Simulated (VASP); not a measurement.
# SnO (C2/m) in VASP: single point with PBE

Aim: the single point of SnO with PBE.

All numbers are computed with VASP 6.6.1; they aren't measurements. Logs are shortened: lines on timing, memory, paths and dates and some standing lists are left out, and cuts for length are marked.

**1. The cell of the first run**

It takes space group C2/m (No. 12, monoclinic). The conventional cell has a = 5.469 Å, b = 5.469 Å, c = 5.068 Å, α = 90.00°, β = 90.00°, γ = 90.00°. Sn (site symmetry m) has 4 O at 2.08 to 2.46 Å within 2.8 Å. O (site symmetry 2) has 4 Sn at 2.08 to 2.46 Å and 3 O at 2.66 to 2.74 Å within 2.8 Å.

**2. Single point, PBE (mode 4 frozen in at -0.250 Å and mode 5 at -0.250 Å (largest displacements))**

INCAR

```
  PREC = Accurate
  ENCUT = 520
  EDIFF = 1E-6
  ISMEAR = 0
  SIGMA = 0.05
  LREAL = False
  LASPH = True
  NELM = 80
  ALGO = Normal
  ISIF = 2
  LWAVE = False
  LCHARG = False
  GGA = PE
  NBANDS = 28
```

KPOINTS

```
regular mesh
0
Gamma
  10 10 8
```

POSCAR

```
SnO
1.0
    3.8672772812      0.0000000000      0.0000000000
    0.0000000000      3.8672772812      0.0000000000
    0.0000000000      0.0000000000      5.0679375214
Sn O
2 2
Direct
   -0.0646449638      0.4353550362      0.2286909982
    0.5646449638      0.0646449638      0.7713090018
    0.0068811044     -0.0068811044      0.0000000000
    0.4931188956      0.5068811044      0.0000000000
```

Potentials or basis: VASP PAW PBE potentials, release 64 (Sn_d, O).

Started as:

```
$ cat potpaw_PBE.64/Sn_d/POTCAR potpaw_PBE.64/O/POTCAR > POTCAR
$ mpirun -np 1 vasp_std > vasp.out
```

OUTCAR:

```text
PREC = Accurate
   ENCUT = 520
   EDIFF = 1E-6
   ISMEAR = 0
   LREAL = False
   LASPH = True
   NELM = 80
   ISIF = 2
   GGA = PE

 ion  position               nearest neighbor table
   1  0.935  0.435  0.229-   3 2.08   4 2.08   4 2.46   3 2.46   2 3.08   2 3.42   2 3.65   2 3.65

   2  0.565  0.065  0.771-   3 2.08   4 2.08   4 2.46   3 2.46   1 3.08   1 3.42   1 3.65   1 3.65

   3  0.007  0.993  0.000-   1 2.08   2 2.08   2 2.46   1 2.46
   4  0.493  0.507  0.000-   1 2.08   2 2.08   2 2.46   1 2.46

  LATTYP: Found a simple tetragonal cell.
 ALAT       =     3.8672772812
 C/A-ratio  =     1.3104665512

  Lattice vectors:

 A1 = (   3.8672772812,   0.0000000000,   0.0000000000)
 A2 = (   0.0000000000,   3.8672772812,   0.0000000000)
 A3 = (   0.0000000000,   0.0000000000,   5.0679375214)

Analysis of symmetry for initial positions (statically):
=====================================================================
 Subroutine PRICEL returns:
 Original cell was already a primitive cell.

 Routine SETGRP: Setting up the symmetry group for a
 simple tetragonal supercell.

 Subroutine GETGRP returns: Found  4 space group operations
 (whereof  2 operations were pure point group operations)
 out of a pool of 16 trial point group operations.

The static configuration has the point symmetry C_2 .
 The point group associated with its full space group is C_2h.

Analysis of symmetry for dynamics (positions and initial velocities):
=====================================================================
 Subroutine PRICEL returns:
 Original cell was already a primitive cell.

 Routine SETGRP: Setting up the symmetry group for a
 simple tetragonal supercell.

 Subroutine GETGRP returns: Found  4 space group operations
 (whereof  2 operations were pure point group operations)
 out of a pool of 16 trial point group operations.

The dynamic configuration has the point symmetry C_2 .
 The point group associated with its full space group is C_2h.

 Subroutine INISYM returns: Found  4 space group operations
 (whereof  2 operations are pure point group operations),
 and found     1 'primitive' translations

----------------------------------------------------------------------------------------

                                     Primitive cell

  volume of cell :      75.7952

  direct lattice vectors                    reciprocal lattice vectors
     3.867277281  0.000000000  0.000000000     0.258579855  0.000000000  0.000000000
     0.000000000  3.867277281  0.000000000     0.000000000  0.258579855  0.000000000
     0.000000000  0.000000000  5.067937521     0.000000000  0.000000000  0.197318928

  length of vectors
     3.867277281  3.867277281  5.067937521     0.258579855  0.258579855  0.197318928

  position of ions in fractional coordinates (direct lattice)
     0.935355036  0.435355036  0.228690998
     0.564644964  0.064644964  0.771309002
     0.006881104  0.993118896  0.000000000
     0.493118896  0.506881104  0.000000000

  ion indices of the primitive-cell ions
   primitive index   ion index
                 1           1
                 2           2
                 3           3
                 4           4

----------------------------------------------------------------------------------------

 KPOINTS: regular mesh

Automatic generation of k-mesh.
 Grid dimensions read from file:
 generate k-points for:   10   10    8

 Generating k-lattice:

  Cartesian coordinates                     Fractional coordinates (reciprocal lattice)
     0.025857986  0.000000000  0.000000000     0.100000000  0.000000000  0.000000000
     0.000000000  0.025857986  0.000000000     0.000000000  0.100000000  0.000000000
     0.000000000  0.000000000  0.024664866     0.000000000  0.000000000  0.125000000

  Length of vectors
     0.025857986  0.025857986  0.024664866

  Shift w.r.t. Gamma in fractional coordinates (k-lattice)
     0.000000000  0.000000000  0.000000000

 Subroutine IBZKPT returns following result:
 ===========================================

 Found    227 irreducible k-points:

 Following reciprocal coordinates:
            Coordinates               Weight
  0.000000  0.000000  0.000000      1.000000
  0.100000  0.000000  0.000000      4.000000
  0.200000  0.000000  0.000000      4.000000
  0.300000  0.000000  0.000000      4.000000
  0.400000  0.000000  0.000000      4.000000
  0.500000  0.000000  0.000000      2.000000
[... 16 lines left out ...]
  0.300000  0.300000  0.000000      2.000000
 -0.300000  0.300000  0.000000      2.000000
 [... further k-points ...]
   k-points           NKPTS =    227   k-points in BZ     NKDIM =    227   number of bands    NBANDS=     28
   number of dos      NEDOS =    301   number of ions     NIONS =      4
   total plane-waves  NPLWV =  36000
   dimension x,y,z NGX =    30 NGY =   30 NGZ =   40
   dimension x,y,z NGXF=    60 NGYF=   60 NGZF=   80
   ions per type =               2   2
   NGX,Y,Z   is equivalent  to a cutoff of  12.90, 12.90, 13.12 a.u.
   NGXF,Y,Z  is equivalent  to a cutoff of  25.79, 25.79, 26.24 a.u.
 SYSTEM =  unknown system
   PREC   = accura    normal or accurate (medium, high low for compatibility)
   ISTART =      0    job   : 0-new  1-cont  2-samecut
   ICHARG =      2    charge: 1-file 2-atom 10-const
   ISPIN  =      1    spin polarized calculation?
   LNONCOLLINEAR =      F non collinear calculations
   LSORBIT =      F    spin-orbit coupling
   LASPH  =      T    aspherical Exc in radial PAW
   ENCUT  =  520.0 eV  38.22 Ry    6.18 a.u.   7.19  7.19  9.42*2*pi/ulx,y,z
   NELM   =     80;   NELMIN=  2; NELMDL= -5     # of ELM steps
   EDIFF  = 0.1E-05   stopping-criterion for ELM
   LREAL  =      F    real-space projection
   EDIFFG = 0.1E-04   stopping-criterion for IOM
   NSW    =      0    number of steps for IOM
   IBRION =     -1    ionic relax: 0-MD 1-quasi-New 2-CG
   NFREE  =      0    steps in history (QN), initial steepest desc. (CG)
   ISIF   =      2    stress and relaxation
   ISYM   =      2    0-nonsym 1-usesym 2-fastsym
   POTIM  = 0.5000    time-step for ionic-motion
   TEBEG  =    0.0;   TEEND  =   0.0 temperature during run
   PSTRESS=    0.0 pullay stress
   NELECT =      40.0000    total number of electrons
   NUPDOWN=      -1.0000    fix difference up-down
   EMIN   =  10.00;   EMAX   =-10.00  energy-range for DOS
   EFERMI =   0.00;   METHOD = LEGACY
   ISMEAR =     0;   SIGMA  =   0.05  broadening in eV -4-tet -1-fermi 0-gaus
   EFERMI_NEDOS =   21; number of points for ismear=-14 and -15
   IALGO  =     38    algorithm
   IMIX   =      4    mixing-type and parameters
     AMIX     =   0.40;   BMIX     =  1.00
     AMIX_MAG =   1.60;   BMIX_MAG =  1.00
  volume/ion in A,a.u.               =      18.95       127.87
  Fermi-wavevector in a.u.,A,eV,Ry     =   1.322963  2.500037 23.813322  1.750230
  Thomas-Fermi vector in A             =   2.452605
   LORBIT       =      0    0 simple, 1 ext, 2 COOP (PROOUT), +10 PAW based schemes
   GGA     = PE    functional components
   LHFCALC =     F    Hartree Fock is set to
   AEXX    =    0.0000 exact exchange contribution
   IVDW    =     0    specifies the selected vdW correction
   LEPSILON=     F    determine dielectric tensor
   LRPA    =     F    only Hartree local field effects (RPA)
 non-spin polarized calculation
 Gauss-broadening in eV      SIGMA  =   0.05
  energy-cutoff  :      520.00
  volume of cell :       75.80
 maximum number of plane-waves:      2058
 NGX is ok and might be reduce to    30
   NGX = 15   NGY = 15   NGZ = 19

 number of electron      39.9999982 magnetization

 Free energy of the ion-electron system (eV)
  ---------------------------------------------------
  ext. energy  EPLUGINS =         0.00000000
  ---------------------------------------------------
  free energy    TOTEN  =       -22.07989382 eV

  energy without entropy =      -22.07989382  energy(sigma->0) =      -22.07989382

 E-fermi :   6.3739     XC(G=0):  -9.7859

 val. band max:        6.1090433534   @ k =  -0.1000   0.1000   0.0000
 cond. band min:       6.7441472297   @ k =   0.5000   0.5000   0.0000
 fundamental gap:      0.6351038764
 Fermi energy:         6.3739241873

 k-point     1 :       0.0000    0.0000    0.0000
  band No.  band energies     occupation
      1     -15.8132      2.00000
      2     -15.5168      2.00000
      3     -15.3105      2.00000
      4     -15.2817      2.00000
      5     -15.2517      2.00000
      6     -15.2454      2.00000
[... 20 lines left out ...]
     27      13.5217      0.00000
     28      13.9110      0.00000

 k-point     2 :       0.1000    0.0000    0.0000
  band No.  band energies     occupation
      1     -15.8130      2.00000
      2     -15.5263      2.00000
      3     -15.3083      2.00000
      4     -15.2832      2.00000
      5     -15.2546      2.00000
      6     -15.2466      2.00000
[... 20 lines left out ...]
     27      13.6719      0.00000
     28      14.4988      0.00000

 k-point     3 :       0.2000    0.0000    0.0000
  band No.  band energies     occupation
      1     -15.8127      2.00000
      2     -15.5537      2.00000
      3     -15.3050      2.00000
      4     -15.2847      2.00000
      5     -15.2679      2.00000
      6     -15.2432      2.00000
[... 20 lines left out ...]
     27      13.8422      0.00000
     28      15.8504      0.00000

 k-point     4 :       0.3000    0.0000    0.0000
  band No.  band energies     occupation
      1     -15.8124      2.00000
      2     -15.5911      2.00000
      3     -15.3047      2.00000
      4     -15.2855      2.00000
      5     -15.2754      2.00000
      6     -15.2443      2.00000
[... 578 lines left out ...]
     27      13.7600      0.00000
     28      15.0065      0.00000

 k-point    23 :       0.3000    0.3000    0.0000
  band No.  band energies     occupation
      1     -15.8045      2.00000
      2     -15.6694      2.00000
      3     -15.3042      2.00000
      4     -15.2809      2.00000
      5     -15.2598      2.00000
      6     -15.2501      2.00000
[... 20 lines left out ...]
     27      13.1697      0.00000
     28      15.2526      0.00000

 k-point    24 :      -0.3000    0.3000    0.0000
  band No.  band energies     occupation
      1     -15.8245      2.00000
      2     -15.6504      2.00000
      3     -15.3022      2.00000
      4     -15.2879      2.00000
      5     -15.2554      2.00000
      6     -15.2508      2.00000
[... 20 lines left out ...]
     27      13.5878      0.00000
     28      14.9210      0.00000

 [... further k-points ...]

------------------------ aborting loop because EDIFF is reached ----------------------------------------

  FORCE on cell =-STRESS in cart. coord.  units (eV):
  Direction    XX          YY          ZZ          XY          YZ          ZX
  --------------------------------------------------------------------------------------
  -------------------------------------------------------------------------------------
  Total        2.3362609      2.3362609      3.0341814      0.4663386      2.5868507      2.5868406
  in kB       49.3844311     49.3844311     64.1372362      9.8575738     54.6814552     54.6812431
  external PRESSURE =      54.3020328 kB  Pullay stress =       0.0000000 kB

 VOLUME and BASIS-vectors are now :
 -----------------------------------------------------------------------------
  energy-cutoff  :      520.00
  volume of cell :       75.80
      direct lattice vectors                 reciprocal lattice vectors
     3.867277281  0.000000000  0.000000000     0.258579855  0.000000000  0.000000000
     0.000000000  3.867277281  0.000000000     0.000000000  0.258579855  0.000000000
     0.000000000  0.000000000  5.067937521     0.000000000  0.000000000  0.197318928

 POSITION                                       TOTAL-FORCE (eV/Angst)
 -----------------------------------------------------------------------------------
      3.61728      1.68364      1.15899         1.361669      1.361669      1.262319
      2.18364      0.25000      3.90895        -1.361669     -1.361669     -1.262319
      0.02661      3.84067      0.00000         0.163849     -0.163849      0.000000
      1.90703      1.96025      0.00000        -0.163849      0.163849      0.000000
 -----------------------------------------------------------------------------------
    total drift:                                0.000000      0.000000      0.000000

  FREE ENERGIE OF THE ION-ELECTRON SYSTEM (eV)
  ---------------------------------------------------
  free  energy   TOTEN  =       -22.0798938154 eV

  energy  without entropy=      -22.0798938154  energy(sigma->0) =      -22.07989382
```

Wall time 10 min (1 thread of Oxide Virtual Turin-like, shared host); peak memory 0.44 GiB.

Results:

```
Free energy            : -22.0799 eV
Pressure               : 5.4 GPa
Largest force          : 2.303 eV/Å
Band gap on the k mesh : 0.64 eV, indirect (least direct gap 1.75 eV)
```

Forces on the atoms (eV/Å):
```
Sn   1.362  1.362  1.262
Sn  -1.362 -1.362 -1.262
O    0.164 -0.164  0.000
O   -0.164  0.164  0.000
```

Caveat: the cell differs from its parent crystal (mode 4 frozen in at -0.250 Å and mode 5 at -0.250 Å (largest displacements)); spin-orbit coupling is left out, which moves the levels of the heavy elements; forces of over 1 eV/Å act on the atoms, so gaps and moduli don't describe the material at rest. A k mesh can miss the band edges.
